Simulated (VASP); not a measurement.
# ZnAs2C (P-4m2) in VASP: notebook, part 2 of 2

VASP 6.6.1.

## Step 4: Relaxation of cell and atoms, PBEsol

This run uses another cell than the first one, of 15.08 Å³/atom.

INCAR

```
SYSTEM = ZnAs2C
PREC = Accurate ; ENCUT = 600
EDIFF = 1E-7 ; ISMEAR = -1
SIGMA = 0.03 ; LREAL = .FALSE.
LASPH = .TRUE. ; NELM = 120
ALGO = Normal ; ISIF = 3
LWAVE = .FALSE. ; LCHARG = .FALSE.
GGA = PS ; IBRION = 2
NSW = 100 ; EDIFFG = -0.01
GGA_COMPAT = .FALSE. ; NELMIN = 4
```

KPOINTS

```
regular mesh
0
G
  6 6 2
  0 0 0
```

POSCAR

```
ZnAs2C
1.0
    3.4937888698      0.0000000000      0.0000000000
    0.0000000000      3.4937888698      0.0000000000
    0.0000000000      0.0000000000      9.8819272074
Zn As C
2 4 2
Direct
    0.5000000000      0.0000000000      0.8750000000
    0.0000000000      0.5000000000      0.1250000000
    0.5000000000      0.5000000000      0.0000000000
    0.0000000000      0.0000000000      0.2500000000
    0.5000000000      0.5000000000      0.5000000000
    0.0000000000      0.0000000000      0.7500000000
    0.5000000000      0.0000000000      0.3750000000
    0.0000000000      0.5000000000      0.6250000000
```

Potentials or basis: VASP PAW PBE potentials, release 64 (Zn, As, C).

Command:

```bash
cat potpaw_PBE.64/Zn/POTCAR potpaw_PBE.64/As/POTCAR potpaw_PBE.64/C/POTCAR > POTCAR
mpirun -np 1 vasp_std > vasp.out
```

OUTCAR:

```text
SYSTEM = ZnAs2C
   PREC = Accurate
   ENCUT = 600
   EDIFF = 1E-7
   ISMEAR = -1
   LREAL = .FALSE.
   LASPH = .TRUE.
   NELM = 120
   ISIF = 3
   GGA = PS
   IBRION = 2
   NSW = 100
   EDIFFG = -0.01
   NELMIN = 4

 ion  position               nearest neighbor table
   1  0.500  0.000  0.875-   3 2.14   6 2.14   3 2.14   6 2.14
   2  0.000  0.500  0.125-   3 2.14   4 2.14   4 2.14   3 2.14
   3  0.500  0.500  0.000-   1 2.14   2 2.14   1 2.14   2 2.14
   4  0.000  0.000  0.250-   2 2.14   7 2.14   2 2.14   7 2.14
   5  0.500  0.500  0.500-   7 2.14   8 2.14   7 2.14   8 2.14
   6  0.000  0.000  0.750-   1 2.14   8 2.14   8 2.14   1 2.14
   7  0.500  0.000  0.375-   4 2.14   5 2.14   5 2.14   4 2.14
   8  0.000  0.500  0.625-   5 2.14   6 2.14   6 2.14   5 2.14

  LATTYP: Found a simple tetragonal cell.
 ALAT       =     3.4937888698
 C/A-ratio  =     2.8284271247

  Lattice vectors:

 A1 = (   3.4937888698,   0.0000000000,   0.0000000000)
 A2 = (   0.0000000000,   3.4937888698,   0.0000000000)
 A3 = (   0.0000000000,   0.0000000000,   9.8819272074)

Analysis of symmetry for initial positions (statically):
=====================================================================
 Subroutine PRICEL returns:
 Original cell was already a primitive cell.

 Routine SETGRP: Setting up the symmetry group for a
 simple tetragonal supercell.

 Subroutine GETGRP returns: Found  8 space group operations
 (whereof  8 operations were pure point group operations)
 out of a pool of 16 trial point group operations.

The static configuration has the point symmetry D_2d.

Analysis of symmetry for dynamics (positions and initial velocities):
=====================================================================
 Subroutine PRICEL returns:
 Original cell was already a primitive cell.

[... 122 lines left out ...]
   POTIM  = 0.5000    time-step for ionic-motion
   TEBEG  =    0.0;   TEEND  =   0.0 temperature during run
   PSTRESS=    0.0 pullay stress
   NELECT =      52.0000    total number of electrons
   NUPDOWN=      -1.0000    fix difference up-down
   EMIN   =  10.00;   EMAX   =-10.00  energy-range for DOS
   EFERMI =   0.00;   METHOD = LEGACY
   ISMEAR =    -1;   SIGMA  =   0.03  broadening in eV -4-tet -1-fermi 0-gaus
   EFERMI_NEDOS =   21; number of points for ismear=-14 and -15
   IALGO  =     38    algorithm
   IMIX   =      4    mixing-type and parameters
     AMIX     =   0.40;   BMIX     =  1.00
     AMIX_MAG =   1.60;   BMIX_MAG =  1.00
  volume/ion in A,a.u.               =      15.08       101.75
  Fermi-wavevector in a.u.,A,eV,Ry     =   1.236700  2.337024 20.809109  1.529426
  Thomas-Fermi vector in A             =   2.371297
   LORBIT       =      0    0 simple, 1 ext, 2 COOP (PROOUT), +10 PAW based schemes
   GGA     = PS    functional components
   LHFCALC =     F    Hartree Fock is set to
   AEXX    =    0.0000 exact exchange contribution
   IVDW    =     0    specifies the selected vdW correction
   LEPSILON=     F    determine dielectric tensor
   LRPA    =     F    only Hartree local field effects (RPA)
 conjugate gradient relaxation of ions
 non-spin polarized calculation
  energy-cutoff  :      600.00
  volume of cell :      120.62
 maximum number of plane-waves:      4068
 NGX is ok and might be reduce to    28
   NGX = 13   NGY = 13   NGZ = 39

--------------------------------------- Ionic step        1  -------------------------------------------

 number of electron      52.0000025 magnetization

 Free energy of the ion-electron system (eV)
  ---------------------------------------------------
  ext. energy  EPLUGINS =         0.00000000
  ---------------------------------------------------
  free energy    TOTEN  =       -34.72887054 eV

  energy without entropy =      -34.72099793  energy(sigma->0) =      -34.72493424

------------------------ aborting loop because EDIFF is reached ----------------------------------------

  FORCE on cell =-STRESS in cart. coord.  units (eV):
  Direction    XX          YY          ZZ          XY          YZ          ZX
  --------------------------------------------------------------------------------------
  -------------------------------------------------------------------------------------
  Total       15.8498124     15.8498124     13.5923360      0.0000000     -0.0000000      0.0000000
  in kB      210.5230944    210.5230944    180.5384536      0.0000000     -0.0000000      0.0000000
  external PRESSURE =     200.5282142 kB  Pullay stress =       0.0000000 kB
[... 1484 lines left out ...]
     30       7.4284      0.00000
     31       8.4927      0.00000

[... ionic steps 4 to 15 ...]

--------------------------------------- Ionic step       16  -------------------------------------------

 number of electron      52.0000019 magnetization

------------------------ aborting loop because EDIFF is reached ----------------------------------------
[... 79 lines left out ...]
--------------------------------------- Ionic step       18  -------------------------------------------

 number of electron      52.0000017 magnetization

 Free energy of the ion-electron system (eV)
  ---------------------------------------------------
  ext. energy  EPLUGINS =         0.00000000
  ---------------------------------------------------
  free energy    TOTEN  =       -37.92289541 eV

  energy without entropy =      -37.91538470  energy(sigma->0) =      -37.91914006

 E-fermi :   4.7211     XC(G=0): -10.4592

 val. band max:        4.6966865233   @ k =   0.3333   0.0000   0.0000
 cond. band min:       4.7807398007   @ k =   0.1667   0.0000   0.5000
 fundamental gap:      0.0840532774
 Fermi energy:         4.7211178277
[... 713 lines left out ...]
  FREE ENERGIE OF THE ION-ELECTRON SYSTEM (eV)
  ---------------------------------------------------
  free  energy   TOTEN  =       -37.9228954107 eV

  energy  without entropy=      -37.9153847027  energy(sigma->0) =      -37.91914006

 reached required accuracy - stopping structural energy minimisation
```

Wall time 11 min (1 thread of AMD EPYC 9R45 (Zen 5), shared host); peak memory 0.27 GiB.

What came out:

* Free energy: -37.9229 eV
* Relaxed volume: 16.86 Å³/atom
* Relaxed cell: a = 3.542 Å, b = 3.542 Å, c = 10.746 Å, α = 90.00°, β = 90.00°, γ = 90.00°
* Space group after relaxing (to 0.1 Å): P-4m2 (No. 115)
* Energy gained by relaxing: 399.3 meV/atom
* Ionic steps: 18
* Pressure after relaxing: 0.0 GPa
* Largest force after relaxing: 0.008 eV/Å
* Band gap on the k mesh: zero (bands 26 and 27 overlap by 0.24 eV)

Forces in eV/Å, atoms in the order of the input:
```
Zn   0.000  0.000  0.004
Zn   0.000  0.000 -0.004
As   0.000  0.000  0.000
As   0.000  0.000 -0.008
As   0.000  0.000  0.000
As   0.000  0.000  0.008
C    0.000  0.000  0.003
C    0.000  0.000 -0.003
```

Step by step:
```
step  energy change (eV)  largest force (eV/Å)  pressure (GPa)  volume (Å³)
   1              0.0000                4.7095           20.05       120.62
   2             -1.6317                0.9065           -9.01       156.65
   3             -1.9431                1.5700           -3.58       144.26
   4             -2.3842                1.0291           -2.03       140.21
   5             -2.7300                1.9246            6.06       128.50
   6             -2.8164                1.4923            2.59       132.44
   7             -3.1157                0.6305            0.39       134.42
   8             -3.1802                0.1361           -0.88       135.85
   9             -3.1802                0.1239           -0.82       135.78
  10             -3.1896                0.1082            0.33       134.20
  11             -3.1896                0.1029            0.25       134.29
  12             -3.1926                0.0378            0.10       134.64
  13             -3.1931                0.0701            0.00       134.86
  14             -3.1937                0.0320           -0.06       134.93
  15             -3.1938                0.0360           -0.09       134.97
  16             -3.1939                0.0138            0.06       134.76
  17             -3.1939                0.0139            0.07       134.76
  18             -3.1940                0.0081            0.00       134.85
```

Final structure:
```
Zn As C
1.0
     3.54242    0.00000    0.00000
     0.00000    3.54242    0.00000
     0.00000    0.00000   10.74606
Zn As C
2 4 2
Direct
  0.50000 0.00000 0.85309
  0.00000 0.50000 0.14691
  0.50000 0.50000 0.00000
  0.00000 0.00000 0.30180
  0.50000 0.50000 0.50000
  0.00000 0.00000 0.69820
  0.50000 0.00000 0.40432
  0.00000 0.50000 0.59568
```

Levels at points of the mesh, in eV from the Fermi level:
| k point | band 24 | band 25 | band 26 | band 27 | band 28 | band 29 |
| --- | --- | --- | --- | --- | --- | --- |
| (0.00, 0.00, 0.00) | -0.50 | -0.32 | -0.32 | -0.26 | 0.42 | 0.95 |
| (0.50, 0.00, 0.00) | -2.06 | -0.80 | -0.46 | 0.13 | 1.11 | 2.32 |
| (0.50, 0.50, 0.00) | -3.18 | -3.18 | -2.36 | 1.17 | 1.17 | 1.31 |
| (0.00, 0.00, 0.50) | -0.84 | -0.14 | -0.14 | 0.08 | 0.64 | 0.64 |
| (0.50, 0.00, 0.50) | -2.88 | -0.39 | -0.07 | 0.13 | 1.11 | 2.11 |
| (0.50, 0.50, 0.50) | -3.27 | -3.27 | -2.45 | 1.84 | 1.84 | 1.96 |

Caveat: the PAW data sets were made with another functional, which shifts forces and pressure a little.

## Step 5: Summary

| task | level | cell | cutoff (eV) | gap on the mesh (eV) | pressure (GPa) | largest force (eV/Å) |
| --- | --- | --- | --- | --- | --- | --- |
| single point | PBEsol | a = 3.537, b = 3.537, c = 10.715 Å, 8 atoms, atomic positions A | 600 | none | 0.5 | 0.02 |
| single point | r2SCAN+rVV10 | a = 3.545, b = 3.545, c = 10.686 Å, 8 atoms, atomic positions B | 660 | none | 0.3 | 0.01 |
| relaxation of cell and atoms | PBEsol | relaxed from a = 3.494, b = 3.494, c = 9.882 Å, 8 atoms, atomic positions C | 600 | none | 0.0 | 0.01 |

Alike in all rows: potentials or basis VASP PAW PBE potentials, release 64 (Zn, As, C); no spin polarisation; k mesh 6 × 6 × 2; smearing fermi-dirac 0.03 eV.

Caveats: the PAW data sets were made with another functional, which shifts forces and pressure a little.

Absolute energies hang on the potentials; compare differences alone.
